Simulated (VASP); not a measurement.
## Sn: relaxation of cell and atoms with PBE

Sn:

```xyz
1
Lattice="-1.8893 1.8893 1.9349 1.8893 -1.8893 1.9349 1.8893 1.8893 -1.9349" Properties=species:S:1:pos:R:3 pbc="T T T"
Sn    0.0000    0.0000    1.9349
```

```
Program                : VASP 6.6.1
Task                   : relaxation of cell and atoms
Functional             : PBE
Potentials or basis    : VASP PAW PBE potentials, release 64 (Sn_d)
Cutoff                 : 600 eV
k mesh                 : 20 × 20 × 20
Occupations            : gaussian, width 0.1 eV
Spin                   : no spin polarisation
Dipole correction      : no
Further INCAR settings : ALGO = Normal; EDIFF = 1e-06; IBRION = 2; EDIFFG = -0.01; NSW = 100; ISIF = 3
```

```
Relaxed volume                         : 28.04 Å³/atom
Relaxed cell                           : a = 3.414 Å, b = 3.414 Å, c = 3.414 Å, α = 120.20°, β = 120.20°, γ = 89.66°
Space group after relaxing (to 0.05 Å) : Fm-3m (No. 225)
Energy gained by relaxing              : 9.2 meV/atom
Ionic steps                            : 18
Pressure after relaxing                : 0.0 GPa
Band gap on the k mesh                 : zero (band 7 reaches 15.21 eV, above the bottom of band 8 at 5.84 eV)
```

The path:
```csv
step,energy change (eV),largest force (eV/Å),pressure (GPa),volume (Å³)
1,0.0000,0.0000,-0.08,27.62
2,-0.0001,0.0000,0.02,27.57
3,-0.0004,0.0000,0.45,27.40
4,-0.0005,0.0000,0.48,27.33
5,-0.0005,0.0000,0.84,27.20
6,-0.0005,0.0000,0.77,27.20
7,-0.0006,0.0000,0.78,27.19
8,-0.0007,0.0000,0.84,27.17
9,-0.0009,0.0000,0.91,27.13
10,-0.0012,0.0000,1.16,27.06
11,-0.0014,0.0000,1.56,26.90
12,-0.0018,0.0000,1.53,26.91
13,-0.0030,0.0000,1.48,26.94
14,-0.0049,0.0000,1.50,26.97
15,-0.0048,0.0000,1.60,26.99
16,-0.0021,0.0000,2.23,26.85
17,-0.0085,0.0000,0.63,27.67
18,-0.0092,0.0000,-0.02,28.04
```

Final structure:
```
Sn
1.0
    -1.70169    1.70169    2.42086
     1.70169   -1.70169    2.42086
     1.70169    1.70169   -2.42086
Sn
1
Cartesian
  1.7017 1.7017 0.0000
```

Levels at points of the mesh, in eV from the Fermi level:
| k point | band 5 | band 6 | band 7 | band 8 | band 9 | band 10 |
| --- | --- | --- | --- | --- | --- | --- |
| (0.00, 0.00, 0.00) | -21.50 | -10.94 | 7.42 | 7.42 | 7.43 | 10.54 |
| (0.50, 0.00, 0.00) | -21.43 | -6.77 | -4.50 | 5.53 | 5.63 | 9.91 |
| (0.50, 0.50, 0.00) | -21.42 | -4.92 | -3.51 | 1.95 | 1.99 | 5.25 |
| (0.50, 0.50, 0.50) | -21.42 | -5.01 | -3.56 | 2.05 | 2.05 | 5.33 |

Wall time 17 min on 1 thread of AMD EPYC 9R45 96-Core Processor (Zen 5), on a shared host, peak memory 0.35 GiB.

Caveat: spin-orbit coupling is left out, which moves the levels of the heavy elements.
